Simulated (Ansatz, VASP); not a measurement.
**GaAs: VASP beside Ansatz**

```
Ga As
1.0
     0.00000    2.83343    2.83343
     2.83343    0.00000    2.83343
     2.83343    2.83343    0.00000
Ga As
1 1
Direct
  0.00000 0.00000 0.00000
  0.75000 0.75000 0.75000
```

Alike in both runs: functional r2SCAN; k mesh 12 × 12 × 12; no spin polarisation.

Ansatz relaxed the structure, and its values are those at the end. VASP's run is a single point on that final structure, the one shown.

|  | VASP | Ansatz |
| --- | --- | --- |
| version | VASP 6.6.1 | Ansatz 0.2.0 |
| potentials or method | VASP PAW PBE potentials, release 64 (Ga_d, As) | PAW with Ansatz's default frozen-core files, scalar-relativistic |
| plane-wave cutoff (eV) | 520 | 500 |
| occupations | gaussian, width 0.01 eV | fixed |
| valence electrons in the cell | 18 | 28 |

|  | VASP | Ansatz | Ansatz less VASP |
| --- | --- | --- | --- |
| gap on the k mesh at the Fermi level (eV) | 0.94 | 0.96 | +0.019 |
| pressure (GPa) | 0.1 | 0.0 | -0.12 |

VASP's potentials were made for PBE, not for r2SCAN. VASP's potentials hold 18 valence electrons a cell and Ansatz's 28, so a difference there can come from the potentials and not from the codes.
